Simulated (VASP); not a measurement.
Wanted: the native input for a VASP 6.6.1 run.

| Quantity | Value |
| --- | --- |
| Task | single point |
| Functional | r2SCAN |
| Potentials or basis | VASP PAW PBE potentials, release 64 (Te, Pb_d) |
| Cutoff | 520 eV |
| k mesh | 6 × 6 × 6 |
| Occupations | gaussian, width 0.01 eV |
| Spin | no spin polarisation |
| Dipole correction | no |
| Further INCAR settings | ALGO = Normal; EDIFF = 1e-06; NBANDS = 17 |

Crystal: TePb.

```
CELL_PARAMETERS angstrom
0.00000 3.22141 3.22141
3.22141 0.00000 3.22141
3.22141 3.22141 0.00000
ATOMIC_POSITIONS crystal
Te 0.50000 0.50000 0.50000
Pb 0.00000 0.00000 0.00000
```

The input as run:

POSCAR

```
TePb
1.0
    0.0000000000      3.2214081389      3.2214081389
    3.2214081389      0.0000000000      3.2214081389
    3.2214081389      3.2214081389      0.0000000000
Te Pb
1 1
Direct
    0.5000000000      0.5000000000      0.5000000000
    0.0000000000      0.0000000000      0.0000000000
```

INCAR.step1

```
SYSTEM = TePb
PREC = Accurate
ENCUT = 520
ISMEAR = 0
SIGMA = 0.01
LREAL = .FALSE.
LASPH = .TRUE.
NELM = 100
NBANDS = 17
GGA = PE
ALGO = Normal
EDIFF = 1E-4
LWAVE = .TRUE.
LCHARG = .FALSE.
```

INCAR.step2

```
SYSTEM = TePb
PREC = Accurate
ENCUT = 520
EDIFF = 1E-6
ISMEAR = 0
SIGMA = 0.01
LREAL = .FALSE.
LASPH = .TRUE.
NELM = 100
ALGO = Normal
ISIF = 2
LWAVE = .FALSE.
LCHARG = .FALSE.
METAGGA = R2SCAN
LMIXTAU = .TRUE.
NBANDS = 17
ISTART = 1
```

KPOINTS

```
Automatic mesh
0
G
  6 6 6
  0 0 0
```

Potentials or basis: VASP PAW PBE potentials, release 64 (Te, Pb_d).

Launch:

```sh
$ cat potpaw_PBE.64/Te/POTCAR potpaw_PBE.64/Pb_d/POTCAR > POTCAR
$ cp INCAR.step1 INCAR
$ mpirun -np 1 vasp_std > vasp.out
$ cp INCAR.step2 INCAR
$ mpirun -np 1 vasp_std > vasp.out
```

Results of the run:

```
Pressure               : 2.0 GPa
Band gap on the k mesh : 1.00 eV
```

Caveat: the PAW data sets were made with another functional, which shifts forces and pressure a little; spin-orbit coupling is left out, which moves the levels of the heavy elements.

It took 81 s on 1 thread of Intel Xeon 8259CL, on a shared host, peak memory 0.22 GiB.
